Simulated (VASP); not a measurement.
# AlNi3 (I4mm) in VASP: further runs, part 2 of 2

VASP 6.6.1. Earlier steps stand in the parts before.

## 3. Single point, r2SCAN (atoms displaced along a vibrational mode)

Input file POSCAR:

```
AlNi3
1.0
    0.0000000000      2.8018887551      2.8018887551
    2.8018887551      0.0000000000      2.8018887551
    2.8018887551      2.8018887551      0.0000000000
Al Ni
1 3
Direct
    0.5151965040      0.4848034960      0.4848034960
    0.2632368462      0.2367631538      0.2367631538
   -0.0334595725      0.0334595725      0.0334595725
    0.7632368462      0.7367631538      0.7367631538
```

Input file INCAR.step1:

```
ALGO = Normal
EDIFF = 1E-4
ENCUT = 520
GGA = PE
ISMEAR = 0
LASPH = T
LCHARG = F
LREAL = F
LWAVE = T
NBANDS = 24
NELM = 100
PREC = Accurate
SIGMA = 0.15
```

Input file INCAR.step2:

```
ALGO = Normal
EDIFF = 1E-6
ENCUT = 520
ISIF = 2
ISMEAR = 0
ISTART = 1
LASPH = T
LCHARG = F
LMIXTAU = T
LREAL = F
LWAVE = F
METAGGA = R2SCAN
NBANDS = 24
NELM = 100
PREC = Accurate
SIGMA = 0.15
```

Input file KPOINTS:

```
k-points
0
Gamma
  14 14 14
```

Potentials or basis: VASP PAW PBE potentials, release 64 (Al, Ni).

On the command line:

```bash
> cat potpaw_PBE.64/Al/POTCAR potpaw_PBE.64/Ni/POTCAR > POTCAR
> cp INCAR.step1 INCAR
> mpirun -np 1 vasp_std > vasp.out
> cp INCAR.step2 INCAR
> mpirun -np 1 vasp_std > vasp.out
```

OUTCAR:

```text
EDIFF = 1E-6
   ENCUT = 520
   ISIF = 2
   ISMEAR = 0
   ISTART = 1
   LASPH = T
   LREAL = F
   METAGGA = R2SCAN
   NELM = 100
   PREC = Accurate

 ion  position               nearest neighbor table
   1  0.515  0.485  0.485-   2 2.42   2 2.42   4 2.42   4 2.42   4 2.43   2 2.43   2 2.43   4 2.43
                             3 2.53   3 2.82   3 2.82   3 2.82   3 2.82   3 3.07
   2  0.263  0.237  0.237-   3 2.29   3 2.29   1 2.42   1 2.42   1 2.43   1 2.43   3 2.59   3 2.59
                             4 2.80   4 2.80   4 2.80   4 2.80   4 2.80   4 2.80
   3  0.967  0.033  0.033-   4 2.29   4 2.29   2 2.29   2 2.29   1 2.53   4 2.59   2 2.59   2 2.59
                             4 2.59   1 2.82   1 2.82   1 2.82   1 2.82   1 3.07
   4  0.763  0.737  0.737-   3 2.29   3 2.29   1 2.42   1 2.42   1 2.43   1 2.43   3 2.59   3 2.59
                             2 2.80   2 2.80   2 2.80   2 2.80   2 2.80   2 2.80

  LATTYP: Found a face centered cubic cell.
 ALAT       =     5.6037775102

  Lattice vectors:

 A1 = (   0.0000000000,   2.8018887551,   2.8018887551)
 A2 = (   2.8018887551,   0.0000000000,   2.8018887551)
 A3 = (   2.8018887551,   2.8018887551,   0.0000000000)

Analysis of symmetry for initial positions (statically):
=====================================================================
 Subroutine PRICEL returns:
 Original cell was already a primitive cell.

 Routine SETGRP: Setting up the symmetry group for a
 face centered cubic supercell.

 Subroutine GETGRP returns: Found  8 space group operations
 (whereof  8 operations were pure point group operations)
 out of a pool of 48 trial point group operations.

The static configuration has the point symmetry C_4v.

Analysis of symmetry for dynamics (positions and initial velocities):
=====================================================================
 Subroutine PRICEL returns:
 Original cell was already a primitive cell.

 Routine SETGRP: Setting up the symmetry group for a
 face centered cubic supercell.

 Subroutine GETGRP returns: Found  8 space group operations
 (whereof  8 operations were pure point group operations)
 out of a pool of 48 trial point group operations.

The dynamic configuration has the point symmetry C_4v.

 Subroutine INISYM returns: Found  8 space group operations
 (whereof  8 operations are pure point group operations),
 and found     1 'primitive' translations

----------------------------------------------------------------------------------------

                                     Primitive cell

  volume of cell :      43.9929

  direct lattice vectors                    reciprocal lattice vectors
     0.000000000  2.801888755  2.801888755    -0.178451053  0.178451053  0.178451053
     2.801888755  0.000000000  2.801888755     0.178451053 -0.178451053  0.178451053
     2.801888755  2.801888755  0.000000000     0.178451053  0.178451053 -0.178451053

  length of vectors
     3.962469078  3.962469078  3.962469078     0.309086291  0.309086291  0.309086291

  position of ions in fractional coordinates (direct lattice)
     0.515196504  0.484803496  0.484803496
     0.263236846  0.236763154  0.236763154
     0.966540428  0.033459572  0.033459572
     0.763236846  0.736763154  0.736763154

  ion indices of the primitive-cell ions
   primitive index   ion index
                 1           1
                 2           2
                 3           3
[... 22 lines left out ...]

 Subroutine IBZKPT returns following result:
 ===========================================

 Found    244 irreducible k-points:

 Following reciprocal coordinates:
            Coordinates               Weight
  0.000000  0.000000  0.000000      1.000000
  0.071429  0.000000  0.000000      8.000000
  0.142857  0.000000  0.000000      8.000000
  0.214286  0.000000  0.000000      8.000000
  0.285714  0.000000  0.000000      8.000000
  0.357143  0.000000  0.000000      8.000000
[... 16 lines left out ...]
 -0.428571  0.071429  0.000000     16.000000
  0.000000 -0.428571  0.071429      8.000000
 [... further k-points ...]
   k-points           NKPTS =    244   k-points in BZ     NKDIM =    244   number of bands    NBANDS=     24
   number of dos      NEDOS =    301   number of ions     NIONS =      4
   total plane-waves  NPLWV =  27000
   dimension x,y,z NGX =    30 NGY =   30 NGZ =   30
   dimension x,y,z NGXF=    60 NGYF=   60 NGZF=   60
   ions per type =               1   3
   NGX,Y,Z   is equivalent  to a cutoff of  12.59, 12.59, 12.59 a.u.
   NGXF,Y,Z  is equivalent  to a cutoff of  25.17, 25.17, 25.17 a.u.
 SYSTEM =  unknown system
   PREC   = accura    normal or accurate (medium, high low for compatibility)
   ISTART =      1    job   : 0-new  1-cont  2-samecut
   ICHARG =      0    charge: 1-file 2-atom 10-const
   ISPIN  =      1    spin polarized calculation?
   LNONCOLLINEAR =      F non collinear calculations
   LSORBIT =      F    spin-orbit coupling
   LASPH  =      T    aspherical Exc in radial PAW
   ENCUT  =  520.0 eV  38.22 Ry    6.18 a.u.   7.37  7.37  7.37*2*pi/ulx,y,z
   NELM   =    100;   NELMIN=  2; NELMDL=  0     # of ELM steps
   EDIFF  = 0.1E-05   stopping-criterion for ELM
   LREAL  =      F    real-space projection
   EDIFFG = 0.1E-04   stopping-criterion for IOM
   NSW    =      0    number of steps for IOM
   IBRION =     -1    ionic relax: 0-MD 1-quasi-New 2-CG
   NFREE  =      0    steps in history (QN), initial steepest desc. (CG)
   ISIF   =      2    stress and relaxation
   ISYM   =      2    0-nonsym 1-usesym 2-fastsym
   POTIM  = 0.5000    time-step for ionic-motion
   TEBEG  =    0.0;   TEEND  =   0.0 temperature during run
   PSTRESS=    0.0 pullay stress
   NELECT =      33.0000    total number of electrons
   NUPDOWN=      -1.0000    fix difference up-down
   EMIN   =  10.00;   EMAX   =-10.00  energy-range for DOS
   EFERMI =   0.00;   METHOD = LEGACY
   ISMEAR =     0;   SIGMA  =   0.15  broadening in eV -4-tet -1-fermi 0-gaus
   EFERMI_NEDOS =   21; number of points for ismear=-14 and -15
   IALGO  =     38    algorithm
   IMIX   =      4    mixing-type and parameters
     AMIX     =   0.40;   BMIX     =  1.00
     AMIX_MAG =   1.60;   BMIX_MAG =  1.00
  volume/ion in A,a.u.               =      11.00        74.22
  Fermi-wavevector in a.u.,A,eV,Ry     =   1.487483  2.810935 30.104316  2.212605
  Thomas-Fermi vector in A             =   2.600638
   LORBIT       =      0    0 simple, 1 ext, 2 COOP (PROOUT), +10 PAW based schemes
   METAGGA = R2SCAN    functional components
   LHFCALC =     F    Hartree Fock is set to
   AEXX    =    0.0000 exact exchange contribution
   IVDW    =     0    specifies the selected vdW correction
   LEPSILON=     F    determine dielectric tensor
   LRPA    =     F    only Hartree local field effects (RPA)
 non-spin polarized calculation
 Gauss-broadening in eV      SIGMA  =   0.15
  energy-cutoff  :      520.00
  volume of cell :       43.99
 maximum number of plane-waves:      1243
 NGX is ok and might be reduce to    30
   NGX = 15   NGY = 15   NGZ = 15

 number of electron      33.0000010 magnetization

 Free energy of the ion-electron system (eV)
  ---------------------------------------------------
  ext. energy  EPLUGINS =         0.00000000
  ---------------------------------------------------
  free energy    TOTEN  =       -43.72316380 eV

  energy without entropy =      -43.69104603  energy(sigma->0) =      -43.70710491

 E-fermi :   9.8005     XC(G=0): -13.8608

 val. band max:        9.7938359558   @ k =  -0.4286   0.4286   0.0000
 cond. band min:       9.8010033658   @ k =   0.0714   0.5000   0.2143
 fundamental gap:      0.0071674100
 Fermi energy:         9.8005353507

 k-point     1 :       0.0000    0.0000    0.0000
  band No.  band energies     occupation
      1      -0.8923      2.00000
      2       5.8586      2.00000
      3       5.9142      2.00000
      4       6.1227      2.00000
      5       6.1227      2.00000
      6       6.3450      2.00000
[... 637 lines left out ...]
     23      18.7045      0.00000
     24      21.6152      0.00000

 [... further k-points ...]
[... 5 lines left out ...]
  --------------------------------------------------------------------------------------
  -------------------------------------------------------------------------------------
  Total        0.8966274      1.3757541      1.3757541      0.0000000      0.0000000     -0.0000000
  in kB       32.6542658     50.1035789     50.1035789      0.0000000      0.0000000     -0.0000000
  external PRESSURE =      44.2871412 kB  Pullay stress =       0.0000000 kB

 VOLUME and BASIS-vectors are now :
 -----------------------------------------------------------------------------
  energy-cutoff  :      520.00
  volume of cell :       43.99
      direct lattice vectors                 reciprocal lattice vectors
     0.000000000  2.801888755  2.801888755    -0.178451053  0.178451053  0.178451053
     2.801888755  0.000000000  2.801888755     0.178451053 -0.178451053  0.178451053
     2.801888755  2.801888755  0.000000000     0.178451053  0.178451053 -0.178451053

 POSITION                                       TOTAL-FORCE (eV/Angst)
 -----------------------------------------------------------------------------------
      2.71673      2.80189      2.80189         0.602004      0.000000      0.000000
      1.32677      1.40094      1.40094         0.978636      0.000000      0.000000
      0.18750      2.80189      2.80189        -2.559276      0.000000      0.000000
      4.12866      4.20283      4.20283         0.978636      0.000000      0.000000
 -----------------------------------------------------------------------------------
    total drift:                               -0.003373     -0.000050     -0.000049

  FREE ENERGIE OF THE ION-ELECTRON SYSTEM (eV)
  ---------------------------------------------------
  free  energy   TOTEN  =       -43.7231637951 eV

  energy  without entropy=      -43.6910460335  energy(sigma->0) =      -43.70710491
```

Run time: 30 min. Hardware: 1 thread of Intel Xeon 8259CL, shared host; peak memory 0.35 GiB.

What came out:

- Free energy: -43.7232 eV
- Pressure: 4.4 GPa
- Largest force: 2.559 eV/Å
- Band gap on the k mesh: zero (an odd number of electrons rules out a gap without spin polarisation)

Forces on the atoms (eV/Å):
```
Al   0.602  0.000  0.000
Ni   0.979  0.000  0.000
Ni  -2.559  0.000  0.000
Ni   0.979  0.000  0.000
```

Caveat: the cell differs from its parent crystal (atoms displaced along a vibrational mode); the cell stands under pressure; the PAW data sets were made with another functional, which shifts forces and pressure a little.

## 4. Single point, r2SCAN (atoms displaced along a vibrational mode)

Input file POSCAR:

```
AlNi3
1.0
    0.0000000000      2.8018887551      2.8018887551
    2.8018887551      0.0000000000      2.8018887551
    2.8018887551      2.8018887551      0.0000000000
Al Ni
1 3
Direct
    0.4878427968      0.5121572032      0.5121572032
    0.2394105231      0.2605894769      0.2605894769
    0.0267676580     -0.0267676580     -0.0267676580
    0.7394105231      0.7605894769      0.7605894769
```

Input file INCAR.step1:

```
SYSTEM = AlNi3
PREC     = Accurate       ! precision mode
ENCUT    = 520            ! plane-wave cutoff, eV
ISMEAR   = 0              ! smearing method
SIGMA    = 0.15           ! smearing width, eV
LREAL    = .FALSE.        ! projectors in reciprocal space
LASPH    = .TRUE.         ! aspherical terms in the spheres
NELM     = 100            ! most SCF steps
NBANDS   = 24             ! bands
GGA      = PE             ! functional
ALGO     = Normal         ! electronic algorithm
EDIFF    = 1E-4           ! SCF threshold, eV
LWAVE    = .TRUE.         ! write WAVECAR
LCHARG   = .FALSE.        ! write CHGCAR
```

Input file INCAR.step2:

```
SYSTEM = AlNi3
PREC     = Accurate       ! precision mode
ENCUT    = 520            ! plane-wave cutoff, eV
EDIFF    = 1E-6           ! SCF threshold, eV
ISMEAR   = 0              ! smearing method
SIGMA    = 0.15           ! smearing width, eV
LREAL    = .FALSE.        ! projectors in reciprocal space
LASPH    = .TRUE.         ! aspherical terms in the spheres
NELM     = 100            ! most SCF steps
ALGO     = Normal         ! electronic algorithm
ISIF     = 2              ! what is computed and relaxed
LWAVE    = .FALSE.        ! write WAVECAR
LCHARG   = .FALSE.        ! write CHGCAR
METAGGA  = R2SCAN         ! meta-GGA
LMIXTAU  = .TRUE.       
NBANDS   = 24             ! bands
ISTART   = 1
```

Input file KPOINTS:

```
Automatic mesh
0
G
  14 14 14
  0 0 0
```

On the command line:

```bash
> cat potpaw_PBE.64/Al/POTCAR potpaw_PBE.64/Ni/POTCAR > POTCAR
> cp INCAR.step1 INCAR
> mpirun -np 1 vasp_std > vasp.out
> cp INCAR.step2 INCAR
> mpirun -np 1 vasp_std > vasp.out
```

It took 18 min on 1 thread of Intel Xeon Platinum 8259CL at 2.50GHz (Skylake/Cascade Lake), shared host; peak memory 0.34 GiB.

It converged, with:

```yaml
Free_energy: -43.8440 eV
Pressure: 2.9 GPa
Largest_force: 2.018 eV/Å
Band_gap_on_the_k_mesh: zero (an odd number of electrons rules out a gap without spin polarisation)
```

Forces in eV/Å, atoms in the order of the input:
```
Al  -0.453  0.000  0.000
Ni  -0.783  0.000  0.000
Ni   2.018  0.000  0.000
Ni  -0.783  0.000  0.000
```

Stress tensor (GPa, compression positive):
```
2.14 0.00 0.00
0.00 3.26 0.00
0.00 0.00 3.26
```

Levels at points of the mesh, in eV from the Fermi level:
```
           k point  band 14  band 15  band 16  band 17  band 18  band 19
(0.00, 0.00, 0.00)    -0.60    -0.59    -0.58     5.42     5.42     5.53
(0.50, 0.00, 0.00)    -0.68    -0.58    -0.46    -0.15     4.35     4.41
(0.50, 0.50, 0.00)    -0.64    -0.55    -0.38    -0.32    -0.32    -0.04
(0.00, 0.50, 0.50)    -0.67    -0.65    -0.63    -0.53    -0.53     0.06
```

Caveat: the cell differs from its parent crystal (atoms displaced along a vibrational mode); the PAW data sets were made with another functional, which shifts forces and pressure a little.

## 5. The runs side by side

| cell | gap on the mesh (eV) | pressure (GPa) | largest force (eV/Å) |
| --- | --- | --- | --- |
| as given, atomic positions A | none | 8.6 | 3.70 |
| as given, atomic positions B | none | 4.4 | 2.56 |
| as given, atomic positions C | none | 2.9 | 2.02 |

Alike in all rows: task single point; level r2SCAN; potentials or basis VASP PAW PBE potentials, release 64 (Al, Ni); no spin polarisation; k mesh 14 × 14 × 14; cutoff (eV) 520; smearing gaussian 0.15 eV.

Caveats: the PAW data sets were made with another functional, which shifts forces and pressure a little; the cell stands under pressure (at least some runs).

Absolute energies hang on the potentials; compare differences alone.
